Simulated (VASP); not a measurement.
# SnO2 in VASP: notebook, part 2 of 2

VASP 6.6.1. The steps go on from the part before.

## 4. Single point, PBE+D3(BJ)

This run uses another cell than the first one: it holds 12 atoms, not 6.

Input file INCAR:

```
SYSTEM = SnO2
ALGO = Normal
DIPOL = 0.5 0.5 0.275
EDIFF = 1E-7
ENCUT = 520
GGA = PE
IDIPOL = 3
ISIF = 2
ISMEAR = 0
IVDW = 12
LASPH = .TRUE.
LCHARG = .FALSE.
LDIPOL = .TRUE.
LREAL = .FALSE.
LWAVE = .FALSE.
NBANDS = 64
NELM = 100
PREC = Accurate
SIGMA = 0.2
```

Input file KPOINTS:

```
k-points
0
G
  4 8 1
  0 0 0
```

Input file POSCAR:

```
SnO2
1.0
    5.6098526082      0.0000000000      0.0000000000
    0.0000000000      2.8049263041      0.0000000000
    0.0000000000      0.0000000000     38.1727281784
Sn O
4 8
Direct
    0.0000000000      1.0000000000      0.2061673941
    0.5000000000      1.0000000000      0.2061673941
    0.0000000000      1.0000000000      0.3439635765
    0.5000000000      1.0000000000      0.3439635765
    0.2500000000      0.5000000000      0.2374812484
    0.7500000000      0.5000000000      0.2374812484
    0.2500000000      0.5000000000      0.1750378447
    0.7500000000      0.5000000000      0.1750378447
    0.2500000000      0.5000000000      0.3750931259
    0.7500000000      0.5000000000      0.3750931259
    0.2500000000      0.5000000000      0.3126497221
    0.7500000000      0.5000000000      0.3126497221
```

Potentials or basis: VASP PAW PBE potentials, release 64 (Sn_d, O).

Run with:

```bash
cat potpaw_PBE.64/Sn_d/POTCAR potpaw_PBE.64/O/POTCAR > POTCAR
mpirun -np 1 vasp_std > vasp.out
```

OUTCAR:

```text
SYSTEM = SnO2
   EDIFF = 1E-7
   ENCUT = 520
   GGA = PE
   ISIF = 2
   ISMEAR = 0
   IVDW = 12
   LASPH = .TRUE.
   LREAL = .FALSE.
   NELM = 100
   PREC = Accurate
 IVDW          = 12

 ion  position               nearest neighbor table
   1  0.000  0.000  0.206-   7 2.31   8 2.31   7 2.31   8 2.31   5 2.32   6 2.32   5 2.32   6 2.32
                             2 2.80   2 2.80
   2  0.500  0.000  0.206-   7 2.31   8 2.31   7 2.31   8 2.31   5 2.32   6 2.32   5 2.32   6 2.32
                             1 2.80   1 2.80
   3  0.000  0.000  0.344-   9 2.31  10 2.31   9 2.31  10 2.31  11 2.32  12 2.32  11 2.32  12 2.32
                             4 2.80   4 2.80
   4  0.500  0.000  0.344-   9 2.31  10 2.31   9 2.31  10 2.31  11 2.32  12 2.32  11 2.32  12 2.32
                             3 2.80   3 2.80
   5  0.250  0.500  0.237-   1 2.32   2 2.32   1 2.32   2 2.32
   6  0.750  0.500  0.237-   1 2.32   2 2.32   1 2.32   2 2.32
   7  0.250  0.500  0.175-   1 2.31   2 2.31   1 2.31   2 2.31
   8  0.750  0.500  0.175-   1 2.31   2 2.31   1 2.31   2 2.31
   9  0.250  0.500  0.375-   3 2.31   4 2.31   3 2.31   4 2.31
  10  0.750  0.500  0.375-   3 2.31   4 2.31   3 2.31   4 2.31
  11  0.250  0.500  0.313-   3 2.32   4 2.32   3 2.32   4 2.32
[... 1233 lines left out ...]

  FORCE on cell =-STRESS in cart. coord.  units (eV):
  Direction    XX          YY          ZZ          XY          YZ          ZX
  --------------------------------------------------------------------------------------
  -------------------------------------------------------------------------------------
  Total       0.90218     0.90399    -0.22327     0.00000     0.00000     0.00000
  in kB       2.40644     2.41129    -0.59555     0.00000     0.00000     0.00000
  external pressure =        1.41 kB  Pullay stress =        0.00 kB

 VOLUME and BASIS-vectors are now :
 -----------------------------------------------------------------------------
  energy-cutoff  :      520.00
  volume of cell :      600.66
      direct lattice vectors                 reciprocal lattice vectors
     5.609852608  0.000000000  0.000000000     0.178257803  0.000000000  0.000000000
     0.000000000  2.804926304  0.000000000     0.000000000  0.356515606  0.000000000
     0.000000000  0.000000000 38.172728178     0.000000000  0.000000000  0.026196713

 POSITION                                       TOTAL-FORCE (eV/Angst)
 -----------------------------------------------------------------------------------
      0.00000      0.00000      7.86997         0.000000      0.000000     -0.005411
      2.80493      0.00000      7.86997        -0.000000      0.000000     -0.005411
      0.00000      0.00000     13.13003         0.000000      0.000000      0.005411
      2.80493      0.00000     13.13003         0.000000      0.000000      0.005411
      1.40246      1.40246      9.06531         0.000000     -0.000000      0.017053
      4.20739      1.40246      9.06531         0.000000     -0.000000      0.017053
      1.40246      1.40246      6.68167         0.000000     -0.000000     -0.003329
      4.20739      1.40246      6.68167         0.000000     -0.000000     -0.003329
      1.40246      1.40246     14.31833         0.000000     -0.000000      0.003329
      4.20739      1.40246     14.31833         0.000000      0.000000      0.003329
      1.40246      1.40246     11.93469        -0.000000      0.000000     -0.017053
      4.20739      1.40246     11.93469         0.000000      0.000000     -0.017053
 -----------------------------------------------------------------------------------
    total drift:                                0.000000      0.000000      0.000028

  FREE ENERGIE OF THE ION-ELECTRON SYSTEM (eV)
  ---------------------------------------------------
  free  energy   TOTEN  =       -62.0949053960 eV

  energy  without entropy=      -61.9790566150  energy(sigma->0) =      -62.03698101

 vacuum level on the upper side and lower side of the slab         3.472         3.472
```

OSZICAR:

```text
N       E                     dE             d eps       ncg     rms          rms(c)
DAV:   1     0.120773619074E+04    0.12077E+04   -0.48157E+04  2160   0.156E+03
DAV:   2     0.149308930780E+03   -0.10584E+04   -0.10293E+04  2368   0.400E+02
DAV:   3    -0.599106618242E+02   -0.20922E+03   -0.20654E+03  2376   0.207E+02
[... 17 lines left out ...]
DAV:  21    -0.602244949045E+02   -0.14298E-05   -0.16921E-08  1240   0.650E-04    0.132E-04
DAV:  22    -0.602244957783E+02   -0.87381E-06   -0.81791E-09  1184   0.661E-04    0.629E-05
DAV:  23    -0.602244960485E+02   -0.27020E-06   -0.14306E-09  1192   0.431E-04    0.841E-05
DAV:  24    -0.602244961955E+02   -0.14699E-06    0.57036E-11  1128   0.291E-04    0.338E-05
DAV:  25    -0.602244962235E+02   -0.28011E-07    0.22026E-09  1176   0.217E-04
   1 F= -.62094905E+02 E0= -.62036981E+02  d E =-.115849E+00
```

stdout:

```text
POSCAR found type information on POSCAR SnO
 POSCAR found :  2 types and      12 ions
 scaLAPACK will be used
 LDA part: xc-table for (Slater+PW92), standard interpolation
 POSCAR, INCAR and KPOINTS ok, starting setup
 FFT: planning ... GRIDC
 FFT: planning ... GRID_SOFT
 FFT: planning ... GRID
 WAVECAR not read
 entering main loop
```

Wall time 11 min (1 thread of Intel Xeon Platinum 8481C at 2.70GHz (Sapphire Rapids), shared host); peak memory 0.86 GiB.

Results:

* Free energy: -62.0949 eV
* Largest force: 0.017 eV/Å
* Band gap on the k mesh: zero (band 52 reaches -4.25 eV, above the bottom of band 53 at -4.41 eV)
* Dispersion energy per atom: -0.156 eV

Forces in eV/Å, atoms in the order of the input:
```
Sn   0.000  0.000 -0.005
Sn   0.000  0.000 -0.005
Sn   0.000  0.000  0.005
Sn   0.000  0.000  0.005
O    0.000  0.000  0.017
O    0.000  0.000  0.017
O    0.000  0.000 -0.003
O    0.000  0.000 -0.003
O    0.000  0.000  0.003
O    0.000  0.000  0.003
O    0.000  0.000 -0.017
O    0.000  0.000 -0.017
```

Caveat: spin-orbit coupling is left out, which moves the levels of the heavy elements.

## 5. The runs side by side

| cell | k mesh | smearing | gap on the mesh (eV) | largest force (eV/Å) |
| --- | --- | --- | --- | --- |
| a = 2.805, b = 2.805, c = 38.173 Å, 6 atoms | 14 × 14 × 1 | gaussian 0.1 eV | none | 0.04 |
| a = 2.798, b = 2.798, c = 38.173 Å, 6 atoms | 14 × 14 × 1 | gaussian 0.1 eV | none | 0.03 |
| a = 5.610, b = 2.805, c = 38.173 Å, 12 atoms | 4 × 8 × 1 | gaussian 0.2 eV | none | 0.02 |

Alike in all rows: task single point; level PBE+D3(BJ); potentials or basis VASP PAW PBE potentials, release 64 (Sn_d, O); no spin polarisation; cutoff (eV) 520.

Caveats: spin-orbit coupling is left out, which moves the levels of the heavy elements.

Absolute energies hang on the potentials; compare differences alone.
